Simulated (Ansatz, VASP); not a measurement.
# One calculation of CeO2, two programs

```
CELL_PARAMETERS angstrom
0.00000 2.70044 2.70044
2.70044 0.00000 2.70044
2.70044 2.70044 0.00000
ATOMIC_POSITIONS crystal
Ce 0.00000 0.00000 0.00000
O 0.25000 0.25000 0.25000
O 0.75000 0.75000 0.75000
```

Alike in both runs: task single point; functional r2SCAN; k mesh 8 × 8 × 8; occupations gaussian, width 0.05 eV; no spin polarisation.

```csv
,VASP,Ansatz
version,VASP 6.6.1,Ansatz 0.2.0
potentials or method,"VASP PAW PBE potentials, release 64 (Ce, O), cutoff 520 eV","scalar-relativistic, plane waves, PAW"
valence electrons in the cell,24,24
```

VASP gave:

```
gap on the k mesh at the Fermi level (eV) : 2.23
least direct gap on the mesh (eV)         : 2.36
pressure (GPa)                            : 3.8
```

Problem. Which values does Ansatz return?

Solution. gap on the k mesh at the Fermi level (eV): 2.27; least direct gap on the mesh (eV): 2.41; pressure (GPa): 4.0.

VASP's potentials were made for PBE, not for r2SCAN. The functional is the same, so the differences come from potentials, cutoffs and numerics.

Neither program's run includes spin-orbit coupling.
